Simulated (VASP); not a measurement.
# AgCl in VASP: settings compared, part 2 of 2

VASP 6.6.1. Earlier steps stand in the parts before.

## Step 3: Single point, r2SCAN

The input, POSCAR:

```
AgCl
1.0
    0.0000000000      2.9932651224      2.9932651224
    2.9932651224      0.0000000000      2.9932651224
    2.9932651224      2.9932651224      0.0000000000
Ag Cl
1 1
Direct
    0.0000000000      0.0000000000      0.0000000000
    0.2500000000      0.2500000000      0.2500000000
```

The input, INCAR.step1:

```
  PREC = Accurate
  ENCUT = 520
  ISMEAR = 0
  SIGMA = 0.01
  LREAL = False
  LASPH = True
  NELM = 60
  NBANDS = 16
  GGA = PE
  ALGO = Normal
  EDIFF = 1E-4
  LWAVE = True
  LCHARG = False
```

The input, INCAR.step2:

```
  PREC = Accurate
  ENCUT = 520
  EDIFF = 1E-6
  ISMEAR = 0
  SIGMA = 0.01
  LREAL = False
  LASPH = True
  NELM = 60
  ALGO = Normal
  ISIF = 2
  LWAVE = False
  LCHARG = True
  METAGGA = R2SCAN
  LMIXTAU = True
  LELF = True
  LVHAR = True
  NBANDS = 16
  ISTART = 1
```

The input, KPOINTS:

```
Automatic mesh
0
Gamma
  8 8 8
```

Potentials or basis: VASP PAW PBE potentials, release 64 (Ag, Cl).

Command:

```console
cat potpaw_PBE.64/Ag/POTCAR potpaw_PBE.64/Cl/POTCAR > POTCAR
cp INCAR.step1 INCAR
mpirun -np 1 vasp_std > vasp.out
cp INCAR.step2 INCAR
mpirun -np 1 vasp_std > vasp.out
```

OUTCAR:

```text
PREC = Accurate
   ENCUT = 520
   EDIFF = 1E-6
   ISMEAR = 0
   LREAL = False
   LASPH = True
   NELM = 60
   ISIF = 2
   METAGGA = R2SCAN
   ISTART = 1

 ion  position               nearest neighbor table
   1  0.000  0.000  0.000-   2 2.59   2 2.59   2 2.59   2 2.59
   2  0.250  0.250  0.250-   1 2.59   1 2.59   1 2.59   1 2.59

  LATTYP: Found a face centered cubic cell.
 ALAT       =     5.9865302448

  Lattice vectors:

 A1 = (   0.0000000000,   2.9932651224,   2.9932651224)
 A2 = (   2.9932651224,   0.0000000000,   2.9932651224)
 A3 = (   2.9932651224,   2.9932651224,   0.0000000000)

Analysis of symmetry for initial positions (statically):
=====================================================================
 Subroutine PRICEL returns:
 Original cell was already a primitive cell.

 Routine SETGRP: Setting up the symmetry group for a
 face centered cubic supercell.

 Subroutine GETGRP returns: Found 24 space group operations
 (whereof 24 operations were pure point group operations)
 out of a pool of 48 trial point group operations.

The static configuration has the point symmetry T_d .

Analysis of symmetry for dynamics (positions and initial velocities):
=====================================================================
 Subroutine PRICEL returns:
 Original cell was already a primitive cell.

 Routine SETGRP: Setting up the symmetry group for a
 face centered cubic supercell.

 Subroutine GETGRP returns: Found 24 space group operations
 (whereof 24 operations were pure point group operations)
 out of a pool of 48 trial point group operations.

The dynamic configuration has the point symmetry T_d .

 Subroutine INISYM returns: Found 24 space group operations
 (whereof 24 operations are pure point group operations),
 and found     1 'primitive' translations

----------------------------------------------------------------------------------------

                                     Primitive cell

  volume of cell :      53.6371

[... 109 lines left out ...]
  volume/ion in A,a.u.               =      26.82       180.98
  Fermi-wavevector in a.u.,A,eV,Ry     =   1.137655  2.149856 17.609453  1.294258
  Thomas-Fermi vector in A             =   2.274360
   LORBIT       =      0    0 simple, 1 ext, 2 COOP (PROOUT), +10 PAW based schemes
   METAGGA = R2SCAN    functional components
   LHFCALC =     F    Hartree Fock is set to
   AEXX    =    0.0000 exact exchange contribution
   IVDW    =     0    specifies the selected vdW correction
   LEPSILON=     F    determine dielectric tensor
   LRPA    =     F    only Hartree local field effects (RPA)
 non-spin polarized calculation
 Gauss-broadening in eV      SIGMA  =   0.01
  energy-cutoff  :      520.00
  volume of cell :       53.64
 maximum number of plane-waves:      1459
   NGX = 15   NGY = 15   NGZ = 15

 number of electron      17.9999995 magnetization

 Free energy of the ion-electron system (eV)
  ---------------------------------------------------
  ext. energy  EPLUGINS =         0.00000000
  ---------------------------------------------------
  free energy    TOTEN  =       -28.54392883 eV

  energy without entropy =      -28.54392883  energy(sigma->0) =      -28.54392883

 E-fermi :   1.5323     XC(G=0):  -9.1055

 val. band max:        1.4712214562   @ k =   0.0000   0.0000   0.0000
 cond. band min:       3.0708916796   @ k =   0.0000   0.0000   0.0000
 fundamental gap:      1.5996702235
 Fermi energy:         1.5322577543

 k-point     1 :       0.0000    0.0000    0.0000
  band No.  band energies     occupation
      1     -14.0607      2.00000
      2      -2.7496      2.00000
      3      -2.7496      2.00000
      4      -2.7496      2.00000
      5      -0.6567      2.00000
      6      -0.6567      2.00000
[... 433 lines left out ...]
      3      -2.5886      2.00000
      4      -2.4087      2.00000
      5      -0.6987      2.00000
      6      -0.5942      2.00000
[... 8 lines left out ...]
     15      14.9000      0.00000
     16      15.8762      0.00000

 [... further k-points ...]

------------------------ aborting loop because EDIFF is reached ----------------------------------------

  FORCE on cell =-STRESS in cart. coord.  units (eV):
  Direction    XX          YY          ZZ          XY          YZ          ZX
  --------------------------------------------------------------------------------------
  -------------------------------------------------------------------------------------
  Total       -0.0168192     -0.0168192     -0.0168192      0.0000000      0.0000000      0.0000000
  in kB       -0.5024018     -0.5024018     -0.5024018      0.0000000      0.0000000      0.0000000
  external PRESSURE =      -0.5024018 kB  Pullay stress =       0.0000000 kB

 VOLUME and BASIS-vectors are now :
 -----------------------------------------------------------------------------
  energy-cutoff  :      520.00
  volume of cell :       53.64
      direct lattice vectors                 reciprocal lattice vectors
     0.000000000  2.993265122  2.993265122    -0.167041668  0.167041668  0.167041668
     2.993265122  0.000000000  2.993265122     0.167041668 -0.167041668  0.167041668
     2.993265122  2.993265122  0.000000000     0.167041668  0.167041668 -0.167041668

 POSITION                                       TOTAL-FORCE (eV/Angst)
 -----------------------------------------------------------------------------------
      0.00000      0.00000      0.00000         0.000000     -0.000000     -0.000000
      1.49663      1.49663      1.49663        -0.000000      0.000000      0.000000
 -----------------------------------------------------------------------------------
    total drift:                                0.000006      0.000006      0.000006

  FREE ENERGIE OF THE ION-ELECTRON SYSTEM (eV)
  ---------------------------------------------------
  free  energy   TOTEN  =       -28.5439288349 eV

  energy  without entropy=      -28.5439288349  energy(sigma->0) =      -28.54392883
```

OSZICAR.step1:

```text
N       E                     dE             d eps       ncg     rms          rms(c)
DAV:   1     0.992752329009E+02    0.99275E+02   -0.84046E+03   968   0.987E+02
DAV:   2    -0.148047583803E+01   -0.10076E+03   -0.93749E+02  1136   0.215E+02
DAV:   3    -0.559890116710E+01   -0.41184E+01   -0.41090E+01  1288   0.453E+01
DAV:   4    -0.563393227472E+01   -0.35031E-01   -0.35029E-01  1104   0.445E+00
DAV:   5    -0.563453201313E+01   -0.59974E-03   -0.59973E-03  1248   0.584E-01    0.568E+00
DAV:   6    -0.544969420715E+01    0.18484E+00   -0.28058E-01  1256   0.664E+00    0.392E+00
DAV:   7    -0.544641125453E+01    0.32830E-02   -0.10367E-01  1008   0.209E+00    0.199E+00
DAV:   8    -0.544628289553E+01    0.12836E-03   -0.56403E-03  1080   0.763E-01    0.264E-01
DAV:   9    -0.544650281209E+01   -0.21992E-03   -0.67573E-04  1192   0.339E-01    0.429E-02
DAV:  10    -0.544669190189E+01   -0.18909E-03   -0.23284E-04  1072   0.107E-01    0.382E-02
DAV:  11    -0.544670218458E+01   -0.10283E-04   -0.10628E-05   920   0.223E-02
   1 F= -.54467022E+01 E0= -.54467022E+01  d E =-.102686E-15
```

Wall time 38 s (1 thread of AMD EPYC 9R45 (Zen 5), shared host); peak memory 0.16 GiB.

What came out:

| Property | Result |
| --- | --- |
| Free energy | -28.5439 eV |
| Pressure | -0.1 GPa |
| Band gap on the k mesh | 1.60 eV |

Levels at points of the mesh, in eV from the valence-band top:
```csv
k point,band 7,band 8,band 9,band 10,band 11,band 12
"(0.00, 0.00, 0.00)",0.00,0.00,0.00,1.60,8.67,8.67
"(0.50, 0.00, 0.00)",-1.97,-0.58,-0.58,4.21,6.99,8.95
"(0.50, 0.50, 0.00)",-1.70,-1.37,-1.37,5.08,5.96,8.95
```

Caveat: the PAW data sets were made with another functional, which shifts forces and pressure a little. A k mesh can miss the band edges.

## Step 4: Single point, PBE (uniaxial x strain +2.5%)

The input, INCAR:

```
PREC     = Accurate       # precision mode
ENCUT    = 520            # plane-wave cutoff, eV
EDIFF    = 1E-6           # SCF threshold, eV
ISMEAR   = -1             # smearing method
SIGMA    = 0.02           # smearing width, eV
LREAL    = False          # projectors in reciprocal space
LASPH    = True           # aspherical terms in the spheres
NELM     = 60             # most SCF steps
ALGO     = Normal         # electronic algorithm
ISIF     = 2              # what is computed and relaxed
LWAVE    = False          # write WAVECAR
LCHARG   = False          # write CHGCAR
GGA      = PE             # functional
NBANDS   = 16             # bands
```

KPOINTS is that of step 3.

The input, POSCAR:

```
AgCl
1.0
    0.0000000000      2.9932651224      2.9932651224
    3.0680967505      0.0000000000      2.9932651224
    3.0680967505      2.9932651224      0.0000000000
Ag Cl
1 1
Direct
    0.0000000000      0.0000000000      0.0000000000
    0.2500000000      0.2500000000      0.2500000000
```

Command:

```console
cat potpaw_PBE.64/Ag/POTCAR potpaw_PBE.64/Cl/POTCAR > POTCAR
mpirun -np 1 vasp_std > vasp.out
```

Wall time 21 s (1 thread of AMD EPYC 9R45 (Zen 5), shared host); peak memory 0.17 GiB.

It converged, with:

| Property | Result |
| --- | --- |
| Free energy | -5.4524 eV |
| Pressure | 0.2 GPa |
| Band gap on the k mesh | 1.27 eV |

Stress tensor (GPa, compression positive):
```
0.18 0.00 0.00
0.00 0.26 0.00
0.00 0.00 0.26
```

Levels at points of the mesh, in eV from the valence-band top:
```csv
k point,band 6,band 7,band 8,band 9,band 10,band 11,band 12,band 13
"(0.00, 0.00, 0.00)",-2.05,-0.03,0.00,0.00,1.27,8.09,8.11,8.11
"(0.50, 0.00, 0.00)",-1.99,-1.91,-0.57,-0.55,3.73,6.65,8.36,8.53
"(0.50, 0.50, 0.00)",-1.92,-1.65,-1.34,-1.26,4.84,5.34,8.73,10.40
"(0.00, 0.50, 0.50)",-1.92,-1.71,-1.30,-1.30,4.87,5.41,8.59,10.63
```

Caveat: the cell differs from its parent crystal (uniaxial x strain +2.5%). A k mesh can miss the band edges.

## Step 5: Single point, PBE (uniaxial z strain +4.0%)

The input, INCAR:

```
SYSTEM = AgCl
PREC     = Accurate       ! precision mode
ENCUT    = 520            ! plane-wave cutoff, eV
EDIFF    = 1E-7           ! SCF threshold, eV
ISMEAR   = -1             ! smearing method
SIGMA    = 0.02           ! smearing width, eV
LREAL    = .False.        ! projectors in reciprocal space
LASPH    = .True.         ! aspherical terms in the spheres
NELM     = 100            ! most SCF steps
ALGO     = Normal         ! electronic algorithm
ISIF     = 2              ! what is computed and relaxed
LWAVE    = .False.        ! write WAVECAR
LCHARG   = .True.         ! write CHGCAR
GGA      = PE             ! functional
LELF     = .True.         ! ELF
LVHAR    = .True.       
NBANDS   = 16             ! bands
```

The input, KPOINTS:

```
Automatic mesh
0
Gamma
  8 8 8
  0 0 0
```

The input, POSCAR:

```
AgCl
1.0
    0.0000000000      2.9932651224      3.1129957273
    2.9932651224      0.0000000000      3.1129957273
    2.9932651224      2.9932651224      0.0000000000
Ag Cl
1 1
Direct
    0.0000000000      0.0000000000      0.0000000000
    0.2500000000      0.2500000000      0.2500000000
```

Command:

```console
cat potpaw_PBE.64/Ag/POTCAR potpaw_PBE.64/Cl/POTCAR > POTCAR
mpirun -np 1 vasp_std > vasp.out
```

Run time: 23 s. Hardware: 1 thread of AMD EPYC 9R45 (Zen 5), shared host; peak memory 0.17 GiB.

The run converged. Its results:

| Property | Result |
| --- | --- |
| Free energy | -5.4524 eV |
| Pressure | -0.2 GPa |
| Band gap on the k mesh | 1.28 eV |

Stress tensor (GPa, compression positive):
```
-0.17  0.00  0.00
 0.00 -0.17  0.00
 0.00  0.00 -0.33
```

Levels at points of the mesh, in eV from the valence-band top:
| k point | band 6 | band 7 | band 8 | band 9 | band 10 | band 11 | band 12 | band 13 |
| --- | --- | --- | --- | --- | --- | --- | --- | --- |
| (0.00, 0.00, 0.00) | -2.00 | -0.06 | 0.00 | 0.00 | 1.28 | 8.09 | 8.13 | 8.13 |
| (0.50, 0.00, 0.00) | -1.95 | -1.88 | -0.56 | -0.54 | 3.72 | 6.63 | 8.31 | 8.59 |
| (0.50, 0.50, 0.00) | -1.88 | -1.70 | -1.28 | -1.28 | 4.90 | 5.39 | 8.54 | 10.61 |
| (0.50, 0.00, 0.50) | -1.89 | -1.60 | -1.33 | -1.21 | 4.86 | 5.28 | 8.75 | 10.25 |

Caveat: the cell differs from its parent crystal (uniaxial z strain +4.0%).

## Step 6: Summary

| level | cell | smearing | gap on the mesh (eV) | pressure (GPa) |
| --- | --- | --- | --- | --- |
| PBE | a = 4.233 Å, angles 60.0°, 2 atoms | fermi-dirac 0.02 eV | 1.25 | 1.1 |
| r2SCAN | a = 4.233 Å, angles 60.0°, 2 atoms | gaussian 0.01 eV | 1.60 | -0.1 |
| PBE | a = 4.233, b = 4.286, c = 4.286 Å, angles 59.2, 60.4, 60.4°, 2 atoms | fermi-dirac 0.02 eV | 1.27 | 0.2 |
| PBE | a = 4.319, b = 4.319, c = 4.233 Å, angles 60.7, 60.7, 58.7°, 2 atoms | fermi-dirac 0.02 eV | 1.28 | -0.2 |

Alike in all rows: task single point; potentials or basis VASP PAW PBE potentials, release 64 (Ag, Cl); no spin polarisation; k mesh 8 × 8 × 8; cutoff (eV) 520.

Caveats: the PAW data sets were made with another functional, which shifts forces and pressure a little (at least some runs).

Total energies depend on the potentials used, so only differences within one code and one set of settings carry meaning.
